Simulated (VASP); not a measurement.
Runs of VASP 6.6.1 on BeTe. It takes space group Pm-3m (No. 221, cubic). Conventional cell: a = 3.365 Å, b = 3.365 Å, c = 3.365 Å, α = 90.00°, β = 90.00°, γ = 90.00°. Be (site symmetry m-3m) has 8 Te at 2.91 Å and 6 Be at 3.37 Å within 3.8 Å. Te (site symmetry m-3m) has 8 Be at 2.91 Å and 6 Te at 3.37 Å within 3.8 Å. 

| level | spin | k mesh | gap on the mesh (eV) | pressure (GPa) |
| --- | --- | --- | --- | --- |
| PBEsol | off | 4 × 4 × 4 | none | (a) |
| PBE | off | 4 × 4 × 4 | none | -1.2 |
| PBE | non-collinear, zero start, SOC | 4 × 4 × 4 | - | -1.0 |
| PBE | off | 6 × 6 × 6 | none | -1.1 |

Alike in all rows: task single point; potentials or basis VASP PAW PBE potentials, release 64 (Be, Te); cell as given; cutoff (eV) 600; smearing fermi-dirac 0.02 eV.

Problem. Fill in the values left out.

Solution. (a) -3.4.

Caveats: some runs use coarse meshes; spin-orbit coupling is left out, which moves the levels of the heavy elements (some runs); the PAW data sets were made with another functional, which shifts forces and pressure a little (some runs).

A k mesh can miss the band edges, and rows without SOC leave out spin-orbit coupling on Te.

A gap of «none» marks levels without a gap at the run's occupations.
